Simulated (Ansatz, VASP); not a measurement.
Hf in VASP and in Ansatz

```
Hf
1.0
     0.00000    2.26354    2.26354
     2.26354    0.00000    2.26354
     2.26354    2.26354    0.00000
Hf
1
Cartesian
  0.0000 0.0000 0.0000
```

Change from the starting cell: volume scaled by 1.06, PAW files.

Alike in both runs: task electric field gradients; functional LDA; k mesh 13 × 13 × 13; occupations fermi-dirac, width 0.03 eV; no spin polarisation.

|  | VASP | Ansatz |
| --- | --- | --- |
| version | VASP 6.6.1 | Ansatz 0.2.0 |
| potentials or method | VASP PAW LDA potentials, release 64 (Hf_pv) | PAW with Ansatz's default frozen-core files, scalar-relativistic |
| plane-wave cutoff (eV) | 520 | 420 |
| valence electrons in the cell | 10 | 26 |

```csv
,VASP,Ansatz,Ansatz less VASP
pressure (GPa),-10.7,-10.7,+0.02
```

LDA's correlation is that of Perdew and Zunger in VASP and of Perdew and Wang (1992) in Ansatz. VASP's potentials hold 10 valence electrons a cell and Ansatz's 26, so a difference there can come from the potentials and not from the codes.

Neither program's run includes spin-orbit coupling.
